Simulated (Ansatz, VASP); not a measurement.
**GaN in VASP and in Ansatz**

POSCAR

```
GaN
1.0
    3.3570213121      0.0000000000      0.0000000000
   -1.6785106561      2.9072657373      0.0000000000
    0.0000000000      0.0000000000      4.6355402067
Ga N
2 2
Direct
    0.3333333333      0.6666666667      0.0000000000
    0.6666666667      0.3333333333      0.5000000000
    0.3333333333      0.6666666667      0.3750000000
    0.6666666667      0.3333333333      0.8750000000
```

Contents of INCAR.step1:

```
  PREC = Accurate
  ENCUT = 520
  ISMEAR = 0
  SIGMA = 0.05
  LREAL = False
  LASPH = True
  NELM = 100
  NBANDS = 26
  GGA = PE
  ALGO = Normal
  EDIFF = 1E-4
  LWAVE = True
  LCHARG = False
```

The input INCAR.step2:

```
  PREC = Accurate
  ENCUT = 520
  EDIFF = 1E-6
  ISMEAR = 0
  SIGMA = 0.05
  LREAL = False
  LASPH = True
  NELM = 100
  ALGO = Normal
  ISIF = 2
  LWAVE = False
  LCHARG = True
  METAGGA = R2SCAN
  LMIXTAU = True
  LELF = True
  LVHAR = True
  NBANDS = 26
  ISTART = 1
```

The input KPOINTS:

```
regular mesh
0
Gamma
  12 12 6
```

Input for Ansatz:

```yaml
crystal:
  lattice:
    - [3.3570213121, 0.0, 0.0]
    - [-1.6785106561, 2.9072657373, 0.0]
    - [0.0, 0.0, 4.6355402067]
  atoms:
    - { symbol: Ga, position: [0.3333333333, 0.6666666667, 0.0] }
    - { symbol: Ga, position: [0.6666666667, 0.3333333333, 0.5] }
    - { symbol: "N", position: [0.3333333333, 0.6666666667, 0.375] }
    - { symbol: "N", position: [0.6666666667, 0.3333333333, 0.875] }
basis:
  ecutwfc: 500
kpoints:
  mp_grid: { grid: [12, 12, 6] }
hamiltonian:
  xc: r2scan
scf:
  occupations: { method: gaussian, width: 0.05 }
output:
  forces: true
  stress: true
  eigenvalues: true
```

Alike in both runs: task single point; functional r2SCAN; k mesh 12 × 12 × 6; occupations gaussian, width 0.05 eV; no spin polarisation.

|  | VASP | Ansatz |
| --- | --- | --- |
| version | VASP 6.6.1 | Ansatz 0.2.0 |
| potentials or method | VASP PAW PBE potentials, release 64 (Ga_d, N), cutoff 520 eV | scalar-relativistic, plane waves, PAW |
| valence electrons in the cell | 36 | 36 |

Ansatz gave:

| Item | Value |
| --- | --- |
| gap on the k mesh at the Fermi level (eV) | 2.27 |
| least direct gap on the mesh (eV) | 2.27 |
| pressure (GPa) | 10.4 |
| traceless stress, the component that is largest in VASP (GPa) | 52.79 |
| rms of the force components (eV/Å) | 2.110 |

Problem. What did VASP give for the same quantities?

Solution. gap on the k mesh at the Fermi level (eV): 2.26; least direct gap on the mesh (eV): 2.26; pressure (GPa): 11.4; traceless stress, the component that is largest in VASP (GPa): 53.30; rms of the force components (eV/Å): 2.143.

VASP's potentials were made for PBE, not for r2SCAN. Atom by atom the forces differ by 0.033 eV/Å (rms over components).
